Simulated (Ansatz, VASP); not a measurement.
Sn2PbO3: VASP beside Ansatz

The input INCAR:

```
SYSTEM = Sn2PbO3
ALGO = Normal
EDIFF = 1E-7
ENCUT = 520
GGA = PE
ISIF = 2
ISMEAR = 0
LASPH = .True.
LCHARG = .False.
LREAL = .False.
LWAVE = .False.
NBANDS = 72
NELM = 60
PREC = Accurate
SIGMA = 0.1
```

Contents of KPOINTS:

```
k-points
0
Gamma
  4 4 2
  0 0 0
```

POSCAR

```
Sn2PbO3
1.0
    3.9106571300      0.0000000000      0.0000000000
    0.0000000000      3.9106571300      0.0000000000
    0.0000000000      0.0000000000     14.9508043600
Sn Pb O
4 2 6
Direct
    0.5000000000      0.5000000000      0.4123000000
    0.0000000000      0.0000000000      0.2543666700
    0.0000000000      0.0000000000      0.5877000000
    0.0000000000      0.0000000000      0.9210333300
    0.5000000000      0.5000000000      0.0789666700
    0.5000000000      0.5000000000      0.7456333300
    0.0000000000      0.5000000000      0.0000000000
    0.0000000000      0.5000000000      0.3333333300
    0.0000000000      0.5000000000      0.6666666700
    0.5000000000      0.0000000000      0.0000000000
    0.5000000000      0.0000000000      0.3333333300
    0.5000000000      0.0000000000      0.6666666700
```

Input for Ansatz:

```yaml
crystal:
  lattice:
    - [3.91065713, 0.0, 0.0]
    - [0.0, 3.91065713, 0.0]
    - [0.0, 0.0, 14.95080436]
  atoms:
    - { symbol: Sn, position: [0.5, 0.5, 0.4123] }
    - { symbol: Sn, position: [0.0, 0.0, 0.25436667] }
    - { symbol: Sn, position: [0.0, 0.0, 0.5877] }
    - { symbol: Sn, position: [0.0, 0.0, 0.92103333] }
    - { symbol: Pb, position: [0.5, 0.5, 0.07896667] }
    - { symbol: Pb, position: [0.5, 0.5, 0.74563333] }
    - { symbol: O, position: [0.0, 0.5, 0.0] }
    - { symbol: O, position: [0.0, 0.5, 0.33333333] }
    - { symbol: O, position: [0.0, 0.5, 0.66666667] }
    - { symbol: O, position: [0.5, 0.0, 0.0] }
    - { symbol: O, position: [0.5, 0.0, 0.33333333] }
    - { symbol: O, position: [0.5, 0.0, 0.66666667] }
basis:
  ecutwfc: 420
kpoints:
  mp_grid: { grid: [4, 4, 2] }
hamiltonian:
  xc: pbe
scf:
  occupations: { method: gaussian, width: 0.1 }
  lower_state_search: "off"
output:
  forces: true
  stress: true
  eigenvalues: true
```

Alike in both runs: task single point; functional PBE; k mesh 4 × 4 × 2; occupations gaussian, width 0.1 eV; no spin polarisation.

```csv
,VASP,Ansatz
version,VASP 6.6.1,Ansatz 0.2.0
potentials or method,"VASP PAW PBE potentials, release 64 (Sn_d, Pb_d, O), cutoff 520 eV","scalar-relativistic, plane waves, PAW"
valence electrons in the cell,120,120
```

|  | VASP | Ansatz | Ansatz less VASP |
| --- | --- | --- | --- |
| gap on the k mesh at the Fermi level (eV) | 0.59 | 0.58 | -0.008 |
| least direct gap on the mesh (eV) | 1.74 | 1.77 | +0.033 |
| pressure (GPa) | 1.1 | 1.0 | -0.13 |
| traceless stress, the component that is largest in VASP (GPa) | -0.20 | -0.22 | -0.015 |
| rms of the force components (eV/Å) | 0.459 | 0.463 | +0.0040 |

Atom by atom the forces differ by 0.025 eV/Å (rms over components).

Spin-orbit coupling is off throughout.
